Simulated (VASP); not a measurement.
Input of a VASP 6.6.1 run:

Contents of INCAR:

```
SYSTEM = Ga
PREC = Accurate ; ENCUT = 520
EDIFF = 1E-8 ; ISMEAR = -1
SIGMA = 0.05 ; LREAL = .False.
LASPH = .True. ; NELM = 80
ALGO = Normal ; ISIF = 2
LWAVE = .False. ; LCHARG = .False.
GGA = PE ; LEFG = .True.
NBANDS = 34
```

The input KPOINTS:

```
regular mesh
0
Gamma
  9 9 8
  0 0 0
```

POSCAR

```
Ga
1.0
    2.2850290614     -3.8727005052      0.0000000000
    2.2850290614      3.8727005052      0.0000000000
    0.0000000000      0.0000000000      4.5761370792
Ga
4
Direct
    0.1525000000      0.8475000000      0.0785000000
    0.6525000000      0.3475000000      0.4215000000
    0.8475000000      0.1525000000      0.9215000000
    0.3475000000      0.6525000000      0.5785000000
```

Potentials or basis: VASP PAW PBE potentials, release 64 (Ga_d).

Launch:

```console
$ cat potpaw_PBE.64/Ga_d/POTCAR > POTCAR
$ mpirun -np 1 vasp_std > vasp.out
```

**Question.** What does it give for the pressure?

**Answer.** 0.2 GPa.

**Question.** Estimate the largest force.

**Answer.** 0.414 eV/Å.

**Question.** Estimate the band gap on the k mesh.

**Answer.** Zero (bands 26 and 27 overlap by 1.26 eV).

Stress tensor (GPa, compression positive):
```
-0.24  0.00  0.00
 0.00  1.49  0.00
 0.00  0.00 -0.53
```

Caveat: without QUAD_EFG the Cq values of the log hold for a quadrupole moment of 1 mb, not for the nuclei.
